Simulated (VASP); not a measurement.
Ga, 1 atom in the cell. The structure is cubic, space group Pm-3m (No. 221). The conventional cell has a = 2.756 Å, b = 2.756 Å, c = 2.756 Å, α = 90.00°, β = 90.00°, γ = 90.00°. Within 3.6 Å of Ga (site symmetry m-3m) lie 6 Ga at 2.76 Å. This isn't the form of Ga at room conditions, which is orthorhombic.

| Quantity | Value |
| --- | --- |
| Program | VASP 6.6.1 |
| Task | single point |
| Functional | PBE |
| Potentials or basis | VASP PAW PBE potentials, release 64 (Ga_d) |
| Cutoff | 520 eV |
| k mesh | 40 × 40 × 40 |
| Occupations | fermi-dirac, width 0.0612256 eV |
| Spin | no spin polarisation |
| Dipole correction | no |
| Further INCAR settings | ALGO = Normal; EDIFF = 1e-06; NBANDS = 12 |

Potentials or basis: VASP PAW PBE potentials, release 64 (Ga_d).

The run is started by

```bash
$ cat potpaw_PBE.64/Ga_d/POTCAR > POTCAR
$ mpirun -np 1 vasp_std > vasp.out
```

Hardware: 1 thread of Oxide Virtual Turin-like Processor (shared host).

Q: Estimate the wall time of this run.

A: It took 3.1 min on 1 thread of Oxide Virtual Turin-like Processor, on a shared host, peak memory 0.46 GiB. Counts: scf iterations 10, k points 1771.
